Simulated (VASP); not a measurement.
# Au (P6_3/mmc) in VASP: settings compared

The runs below take Au through single point, with PBE0, B3LYP.

Everything below comes from runs of VASP 6.6.1. Logs are shortened: lines on timing, memory, paths and dates and some standing lists are left out, and cuts for length are marked.

### 1 The cell of the first run

It takes space group P6_3/mmc (No. 194, hexagonal). Conventional cell: a = 2.853 Å, b = 2.853 Å, c = 5.094 Å, α = 90.00°, β = 90.00°, γ = 120.00°. Within 3.8 Å of Au (site symmetry -6m2) lie 12 Au at 2.85 to 3.03 Å.

This isn't the form of Au at room conditions, which is fcc.

### 2 Single point, PBE0

Input file POSCAR:

```
Au
1.0
    2.8534435672      0.0000000000      0.0000000000
   -1.4267217836      2.4711546174      0.0000000000
    0.0000000000      0.0000000000      5.0937861861
Au
2
Direct
    0.6666666667      0.3333333333      0.2500000000
    0.3333333333      0.6666666667      0.7500000000
```

Input file INCAR.step1:

```
  ALGO = Normal
  EDIFF = 1E-5
  ENCUT = 520
  GGA = PE
  ISIF = 2
  ISMEAR = -1
  LASPH = T
  LCHARG = F
  LREAL = F
  LWAVE = T
  NBANDS = 18
  NELM = 60
  PREC = Accurate
  SIGMA = 0.05
```

Input file INCAR.step2:

```
  AEXX = 0.25
  ALGO = Normal
  EDIFF = 1E-6
  ENCUT = 520
  GGA = PE
  ISIF = 2
  ISMEAR = -1
  ISTART = 1
  LASPH = T
  LCHARG = F
  LHFCALC = T
  LREAL = F
  LWAVE = F
  NBANDS = 18
  NELM = 60
  PREC = Accurate
  PRECFOCK = Normal
  SIGMA = 0.05
```

Input file KPOINTS:

```
k-points
0
Gamma
  6 6 3
```

Potentials or basis: VASP PAW PBE potentials, release 64 (Au).

The run is started by

```console
> cat potpaw_PBE.64/Au/POTCAR > POTCAR
> cp INCAR.step1 INCAR
> mpirun -np 1 vasp_std > vasp.out
> cp INCAR.step2 INCAR
> mpirun -np 1 vasp_std > vasp.out
```

OUTCAR:

```text
AEXX = 0.25
   EDIFF = 1E-6
   ENCUT = 520
   GGA = PE
   ISIF = 2
   ISMEAR = -1
   ISTART = 1
   LASPH = T
   LHFCALC = T
   LREAL = F
   NELM = 60
   PREC = Accurate
   PRECFOCK = Normal

 ion  position               nearest neighbor table
   1  0.667  0.333  0.250-   2 3.03   2 3.03   2 3.03   2 3.03   2 3.03   2 3.03
   2  0.333  0.667  0.750-   1 3.03   1 3.03   1 3.03   1 3.03   1 3.03   1 3.03

  LATTYP: Found a hexagonal cell.
 ALAT       =     2.8534435672
 C/A-ratio  =     1.7851364732

  Lattice vectors:

 A1 = (   2.8534435672,   0.0000000000,   0.0000000000)
 A2 = (  -1.4267217836,   2.4711546174,   0.0000000000)
 A3 = (   0.0000000000,   0.0000000000,   5.0937861861)

Analysis of symmetry for initial positions (statically):
=====================================================================
 Subroutine PRICEL returns:
 Original cell was already a primitive cell.

 Routine SETGRP: Setting up the symmetry group for a
 hexagonal supercell.

 Subroutine GETGRP returns: Found 24 space group operations
 (whereof 12 operations were pure point group operations)
 out of a pool of 24 trial point group operations.

The static configuration has the point symmetry D_3d.
 The point group associated with its full space group is D_6h.

Analysis of symmetry for dynamics (positions and initial velocities):
=====================================================================
 Subroutine PRICEL returns:
 Original cell was already a primitive cell.

 Routine SETGRP: Setting up the symmetry group for a
 hexagonal supercell.

 Subroutine GETGRP returns: Found 24 space group operations
 (whereof 12 operations were pure point group operations)
 out of a pool of 24 trial point group operations.

The dynamic configuration has the point symmetry D_3d.
 The point group associated with its full space group is D_6h.

 Subroutine INISYM returns: Found 24 space group operations
 (whereof 12 operations are pure point group operations),
 and found     1 'primitive' translations

----------------------------------------------------------------------------------------

                                     Primitive cell

  volume of cell :      35.9178

  direct lattice vectors                    reciprocal lattice vectors
     2.853443567  0.000000000  0.000000000     0.350453751  0.202334567  0.000000000
    -1.426721784  2.471154617  0.000000000     0.000000000  0.404669134  0.000000000
     0.000000000  0.000000000  5.093786186     0.000000000  0.000000000  0.196317624

[... 78 lines left out ...]
   ISIF   =      2    stress and relaxation
   ISYM   =      3    0-nonsym 1-usesym 2-fastsym
   POTIM  = 0.5000    time-step for ionic-motion
   TEBEG  =    0.0;   TEEND  =   0.0 temperature during run
   PSTRESS=    0.0 pullay stress
   NELECT =      22.0000    total number of electrons
   NUPDOWN=      -1.0000    fix difference up-down
   EMIN   =  10.00;   EMAX   =-10.00  energy-range for DOS
   EFERMI =   0.00;   METHOD = LEGACY
   ISMEAR =    -1;   SIGMA  =   0.05  broadening in eV -4-tet -1-fermi 0-gaus
   EFERMI_NEDOS =   21; number of points for ismear=-14 and -15
   IALGO  =     38    algorithm
   IMIX   =      1    mixing-type and parameters
     AMIX     =   0.40;   BMIX     =  1.00
     AMIX_MAG =   1.60;   BMIX_MAG =  1.00
  volume/ion in A,a.u.               =      17.96       121.19
  Fermi-wavevector in a.u.,A,eV,Ry     =   1.390312  2.627310 26.299637  1.932969
  Thomas-Fermi vector in A             =   2.514260
   LORBIT       =      0    0 simple, 1 ext, 2 COOP (PROOUT), +10 PAW based schemes
   GGA     = PE    functional components
   LHFCALC =     T    Hartree Fock is set to
   PRECFOCK=normal    Normal, Fast or Accurate (Low or Medium for compatibility)
   ENCUT4O =  -1.0   cutoff for four orbital integrals eV
   NKREDX  =     1    reduce k-point grid by
   NKREDY  =     1    reduce k-point grid by
   NKREDZ  =     1    reduce k-point grid by
   AEXX    =    0.2500 exact exchange contribution
   HFSCREEN=    0.0000 screening length (either q_TF or 0.3 A-1)
   HFSCREENC=   0.0000 screening length for correlation (either q_TF or 0.3 A-1)
   ENCUTFOCK=  -1.0 apply spherical cutoff to Coloumb kernel
   IVDW    =     0    specifies the selected vdW correction
   LEPSILON=     F    determine dielectric tensor
   LRPA    =     F    only Hartree local field effects (RPA)
 non-spin polarized calculation
  energy-cutoff  :      520.00
  volume of cell :       35.92
 maximum number of plane-waves:       979
 NGX is ok and might be reduce to    24
  NGX = 16; NGY = 16; NGZ = 30

 number of electron      22.0000001 magnetization

 Free energy of the ion-electron system (eV)
  ---------------------------------------------------
  ext. energy  EPLUGINS =         0.00000000
  ---------------------------------------------------
  free energy    TOTEN  =        -7.11901237 eV

  energy without entropy =       -7.11897212  energy(sigma->0) =       -7.11899224

 E-fermi :   8.4834     XC(G=0):  -9.7075

 val. band max:        8.0545640725   @ k =   0.3333   0.1667   0.0000
 cond. band min:       8.8884648141   @ k =   0.5000  -0.0000   0.3333
 fundamental gap:      0.8339007416
 Fermi energy:         8.4834199315

 k-point     1 :       0.0000    0.0000    0.0000
  band No.  band energies     occupation
      1      -2.3394      2.00000
      2      -0.2584      2.00000
      3       1.9628      2.00000
      4       2.5103      2.00000
      5       2.5103      2.00000
      6       2.7401      2.00000
[... 271 lines left out ...]
      5       2.5517      2.00000
      6       2.5517      2.00000
[... 10 lines left out ...]
     17      23.8126      0.00000
     18      23.8126      0.00000

------------------------ aborting loop because EDIFF is reached ----------------------------------------

  FORCE on cell =-STRESS in cart. coord.  units (eV):
  Direction    XX          YY          ZZ          XY          YZ          ZX
  --------------------------------------------------------------------------------------
  -------------------------------------------------------------------------------------
  Total       -0.0344973     -0.0344973     -0.0568816      0.0000000      0.0000000     -0.0000000
  in kB       -1.5388130     -1.5388130     -2.5373027      0.0000000      0.0000000     -0.0000000
  external PRESSURE =      -1.8716429 kB  Pullay stress =       0.0000000 kB

 VOLUME and BASIS-vectors are now :
 -----------------------------------------------------------------------------
  energy-cutoff  :      520.00
  volume of cell :       35.92
      direct lattice vectors                 reciprocal lattice vectors
     2.853443567  0.000000000  0.000000000     0.350453751  0.202334567  0.000000000
    -1.426721784  2.471154617  0.000000000     0.000000000  0.404669134  0.000000000
     0.000000000  0.000000000  5.093786186     0.000000000  0.000000000  0.196317624

 POSITION                                       TOTAL-FORCE (eV/Angst)
 -----------------------------------------------------------------------------------
      1.42672      0.82372      1.27345        -0.000000      0.000000     -0.000000
     -0.00000      1.64744      3.82034         0.000000     -0.000000      0.000000
 -----------------------------------------------------------------------------------
    total drift:                                0.000000      0.000000      0.000000

  FREE ENERGIE OF THE ION-ELECTRON SYSTEM (eV)
  ---------------------------------------------------
  free  energy   TOTEN  =        -7.1190123681 eV

  energy  without entropy=       -7.1189721152  energy(sigma->0) =       -7.11899224
```

Wall time 35 min (1 thread of Intel Xeon 8259CL, shared host); peak memory 0.17 GiB.

What came out:

```yaml
Free_energy: -7.1190 eV
Pressure: -0.2 GPa
Band_gap_on_the_k_mesh: zero (bands 11 and 12 overlap by 8.20 eV)
```

Stress tensor (GPa, compression positive):
```
-0.15  0.00  0.00
 0.00 -0.15  0.00
 0.00  0.00 -0.25
```

Caveat: the k points lie up to 0.42 Å⁻¹ apart, too coarse for converged energies and pressures of a metal; the PAW data sets were made with another functional, which shifts forces and pressure a little; spin-orbit coupling is left out, which moves the levels of the heavy elements.

### 3 Single point, B3LYP

This run uses another cell than the first one, of 19.30 Å³/atom.

Input file POSCAR:

```
Au
1.0
    2.9007102904      0.0000000000      0.0000000000
   -1.4503551452      2.5120888005      0.0000000000
    0.0000000000      0.0000000000      5.2959517509
Au
2
Direct
    0.6666666667      0.3333333333      0.2500000000
    0.3333333333      0.6666666667      0.7500000000
```

Input file INCAR.step1:

```
  ALGO = Normal
  EDIFF = 1E-5
  ENCUT = 520
  GGA = PE
  ISIF = 2
  ISMEAR = -1
  LASPH = True
  LREAL = False
  LWAVE = True
  NBANDS = 18
  NELM = 100
  PREC = Accurate
  SIGMA = 0.05
```

Input file INCAR.step2:

```
  AEXX = 0.2
  AGGAC = 0.81
  AGGAX = 0.72
  ALDAC = 0.19
  ALGO = Normal
  EDIFF = 1E-6
  ENCUT = 520
  GGA = B3
  ISIF = 2
  ISMEAR = -1
  ISTART = 1
  LASPH = True
  LCHARG = True
  LELF = True
  LHFCALC = True
  LREAL = False
  LVHAR = True
  LWAVE = False
  NBANDS = 18
  NELM = 100
  PREC = Accurate
  PRECFOCK = Normal
  SIGMA = 0.05
```

KPOINTS is that of step 2.

Potentials or basis: VASP PAW PBE potentials, release 64 (Au).

The run is started by

```console
> cat potpaw_PBE.64/Au/POTCAR > POTCAR
> cp INCAR.step1 INCAR
> mpirun -np 1 vasp_std > vasp.out
> cp INCAR.step2 INCAR
> mpirun -np 1 vasp_std > vasp.out
```

OUTCAR:

```text
AEXX = 0.2
   EDIFF = 1E-6
   ENCUT = 520
   GGA = B3
   ISIF = 2
   ISMEAR = -1
   ISTART = 1
   LASPH = True
   LHFCALC = True
   LREAL = False
   NELM = 100
   PREC = Accurate
   PRECFOCK = Normal

 ion  position               nearest neighbor table
   1  0.667  0.333  0.250-   2 3.13   2 3.13   2 3.13   2 3.13   2 3.13   2 3.13
   2  0.333  0.667  0.750-   1 3.13   1 3.13   1 3.13   1 3.13   1 3.13   1 3.13

  LATTYP: Found a hexagonal cell.
 ALAT       =     2.9007102904
 C/A-ratio  =     1.8257430838

[... 481 lines left out ...]

  FORCE on cell =-STRESS in cart. coord.  units (eV):
  Direction    XX          YY          ZZ          XY          YZ          ZX
  --------------------------------------------------------------------------------------
  -------------------------------------------------------------------------------------
  Total        0.1123682      0.1123682      0.0215494     -0.0000000     -0.0000000      0.0000000
  in kB        4.6652051      4.6652051      0.8946682     -0.0000000     -0.0000000      0.0000000
  external PRESSURE =       3.4083595 kB  Pullay stress =       0.0000000 kB

 VOLUME and BASIS-vectors are now :
 -----------------------------------------------------------------------------
  energy-cutoff  :      520.00
  volume of cell :       38.59
      direct lattice vectors                 reciprocal lattice vectors
     2.900710290  0.000000000  0.000000000     0.344743149  0.199037550  0.000000000
    -1.450355145  2.512088800  0.000000000     0.000000000  0.398075100  0.000000000
     0.000000000  0.000000000  5.295951751     0.000000000  0.000000000  0.188823473

 POSITION                                       TOTAL-FORCE (eV/Angst)
 -----------------------------------------------------------------------------------
      1.45036      0.83736      1.32399        -0.000000      0.000000      0.000000
     -0.00000      1.67473      3.97196         0.000000     -0.000000     -0.000000
 -----------------------------------------------------------------------------------
    total drift:                                0.000000      0.000000      0.000000

  FREE ENERGIE OF THE ION-ELECTRON SYSTEM (eV)
  ---------------------------------------------------
  free  energy   TOTEN  =        -5.6626099491 eV

  energy  without entropy=       -5.6625408604  energy(sigma->0) =       -5.66257540
```

OUTCAR.step1:

```text
EDIFF = 1E-5
   ENCUT = 520
   GGA = PE
   ISIF = 2
   ISMEAR = -1
[... 505 lines left out ...]
 -----------------------------------------------------------------------------------
      1.45036      0.83736      1.32399         0.000000      0.000000      0.000000
     -0.00000      1.67473      3.97196         0.000000     -0.000000      0.000000
 -----------------------------------------------------------------------------------
    total drift:                                0.000000     -0.000000      0.000000

  FREE ENERGIE OF THE ION-ELECTRON SYSTEM (eV)
  ---------------------------------------------------
  free  energy   TOTEN  =        -6.2762215402 eV

  energy  without entropy=       -6.2686512115  energy(sigma->0) =       -6.27243638
```

OSZICAR.step1:

```text
N       E                     dE             d eps       ncg     rms          rms(c)
DAV:   1     0.122260694895E+03    0.12226E+03   -0.11731E+04   504   0.117E+03
DAV:   2    -0.453943436924E+01   -0.12680E+03   -0.12010E+03   538   0.252E+02
DAV:   3    -0.681218132510E+01   -0.22727E+01   -0.22615E+01   578   0.343E+01
DAV:   4    -0.682360712354E+01   -0.11426E-01   -0.11425E-01   590   0.258E+00
DAV:   5    -0.682371710525E+01   -0.10998E-03   -0.10998E-03   564   0.268E-01    0.923E+00
DAV:   6    -0.629598434319E+01    0.52773E+00   -0.11438E+00   518   0.947E+00    0.658E+00
DAV:   7    -0.627929575532E+01    0.16689E-01   -0.34303E-02   546   0.159E+00    0.353E+00
DAV:   8    -0.627622073284E+01    0.30750E-02   -0.16599E-03   546   0.296E-01    0.161E-01
DAV:   9    -0.627622154017E+01   -0.80733E-06   -0.33306E-05   570   0.466E-02
   1 F= -.62762215E+01 E0= -.62724364E+01  d E =-.757033E-02
```

Wall time 57 min (1 thread of Intel Xeon 8259CL, shared host); peak memory 0.18 GiB.

Results:

| Item | Value |
| --- | --- |
| Free energy | -5.6626 eV |
| Pressure | 0.3 GPa |
| Band gap on the k mesh | zero (bands 11 and 12 overlap by 7.53 eV) |

Stress tensor (GPa, compression positive):
```
0.47 0.00 0.00
0.00 0.47 0.00
0.00 0.00 0.09
```

Caveat: the k points lie up to 0.42 Å⁻¹ apart, too coarse for converged energies and pressures of a metal; the PAW data sets were made with another functional, which shifts forces and pressure a little; spin-orbit coupling is left out, which moves the levels of the heavy elements.

The gap in the log of VASP goes by the Fermi energy; the results here count the filled bands.